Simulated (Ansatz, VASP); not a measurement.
## Ge in VASP and in Ansatz

File INCAR:

```
SYSTEM = Ge
  PREC = Accurate
  ENCUT = 520
  EDIFF = 1E-6
  ISMEAR = 0
  SIGMA = 0.15
  LREAL = .False.
  LASPH = .True.
  NELM = 80
  ALGO = Fast
  ISIF = 2
  LWAVE = .False.
  LCHARG = .True.
  GGA = PS
  LELF = .True.
  LVHAR = .True.
  NBANDS = 66
```

KPOINTS

```
Automatic mesh
0
Gamma
  8 8 8
  0 0 0
```

The input POSCAR:

```
Ge
1.0
   -3.6778428836      3.2614833118      3.4696630977
    3.6778428836     -3.2614833118      3.4696630977
    3.6778428836      3.2614833118     -3.4696630977
Ge
8
Direct
    0.5000000000      0.0000000000      0.7958385091
    0.7958385091      0.5000000000      0.0000000000
    0.0000000000      0.7958385091      0.5000000000
    0.7041614909      0.7041614909      0.7041614909
    0.5000000000      0.0000000000      0.2041614909
    0.2041614909      0.5000000000      0.0000000000
    0.0000000000      0.2041614909      0.5000000000
    0.2958385091      0.2958385091      0.2958385091
```

Input for Ansatz:

```yaml
crystal:
  lattice:
    - [-3.6778428839, 3.2614833121, 3.469663098]
    - [3.6778428839, -3.2614833121, 3.469663098]
    - [3.6778428839, 3.2614833121, -3.469663098]
  atoms:
    - { symbol: Ge, position: [0.5, 0.0, 0.7958385093] }
    - { symbol: Ge, position: [0.7958385093, 0.5, 0.0] }
    - { symbol: Ge, position: [0.0, 0.7958385093, 0.5] }
    - { symbol: Ge, position: [0.7041614907, 0.7041614907, 0.7041614907] }
    - { symbol: Ge, position: [0.5, 0.0, 0.2041614907] }
    - { symbol: Ge, position: [0.2041614907, 0.5, 0.0] }
    - { symbol: Ge, position: [0.0, 0.2041614907, 0.5] }
    - { symbol: Ge, position: [0.2958385093, 0.2958385093, 0.2958385093] }
basis:
  ecutwfc: 420
kpoints:
  mp_grid: { grid: [8, 8, 8] }
hamiltonian:
  xc: pbesol
scf:
  occupations: { method: gaussian, width: 0.15 }
output:
  forces: true
  stress: true
  eigenvalues: true
```

Change from the starting cell: strain +0.0600 x Voigt [1, -1, 0, 0, 0, 0], atoms carried along.

Alike in both runs: task single point; functional PBEsol; k mesh 8 × 8 × 8; occupations gaussian, width 0.15 eV; no spin polarisation.

|  | VASP | Ansatz |
| --- | --- | --- |
| version | VASP 6.6.1 | Ansatz 0.2.0 |
| potentials or method | VASP PAW PBE potentials, release 64 (Ge_d), cutoff 520 eV | scalar-relativistic, plane waves, PAW |
| valence electrons in the cell | 112 | 112 |

VASP gave:

| Property | Result |
| --- | --- |
| gap on the k mesh at the Fermi level (eV) | none |
| pressure (GPa) | 0.8 |
| traceless stress, the component that is largest in VASP (GPa) | -6.43 |
| rms of the force components (eV/Å) | 0.395 |

Task: Which values does Ansatz return?

Result: gap on the k mesh at the Fermi level (eV): none; pressure (GPa): 1.0; traceless stress, the component that is largest in VASP (GPa): -6.42; rms of the force components (eV/Å): 0.398.

VASP's potentials were made for PBE, not for PBEsol. Atom by atom the forces differ by 0.003 eV/Å (rms over components). A gap of «none» marks a metal or a gap that the smearing closes. The functional is the same, so the differences come from potentials, cutoffs and numerics.
